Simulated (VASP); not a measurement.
Input of a VASP 6.6.1 run:

File INCAR:

```
ALGO     = Normal         # electronic algorithm
EDIFF    = 1E-6           # SCF threshold, eV
ENCUT    = 910            # plane-wave cutoff, eV
GGA      = PE             # functional
GGA_COMPAT= F            
ISIF     = 2              # what is computed and relaxed
ISMEAR   = -1             # smearing method
LASPH    = T              # aspherical terms in the spheres
LCHARG   = T              # write CHGCAR
LELF     = T              # ELF
LREAL    = F              # projectors in reciprocal space
LVHAR    = T            
LWAVE    = F              # write WAVECAR
NBANDS   = 28             # bands
NELM     = 120            # most SCF steps
PREC     = Accurate       # precision mode
SIGMA    = 0.02           # smearing width, eV
```

KPOINTS

```
k-points
0
Gamma
  6 6 6
```

File POSCAR:

```
SnO
1.0
    3.7926488554      0.0000000000      0.0000000000
    0.0000000000      3.7926488554      0.0000000000
    0.0000000000      0.0000000000      4.7582139114
Sn O
2 2
Direct
    0.5000000000      0.0000000000      0.2410340793
    0.0000000000      0.5000000000      0.7589659207
    0.0000000000      0.0000000000      0.0000000000
    0.5000000000      0.5000000000      0.0000000000
```

Potentials or basis: VASP PAW PBE potentials, release 64 (Sn_d, O_h).

The run is started by

```bash
$ cat potpaw_PBE.64/Sn_d/POTCAR potpaw_PBE.64/O_h/POTCAR > POTCAR
$ mpirun -np 1 vasp_std > vasp.out
```

(1) Estimate the largest force.

(2) What does it give for the band gap on the k mesh?

Answers

(1) 0.575 eV/Å.

(2) zero (bands 20 and 21 overlap by 0.06 eV).

Caveat: semilocal functionals underestimate gaps, so a narrow gap can read as zero; spin-orbit coupling is left out, which moves the levels of the heavy elements.
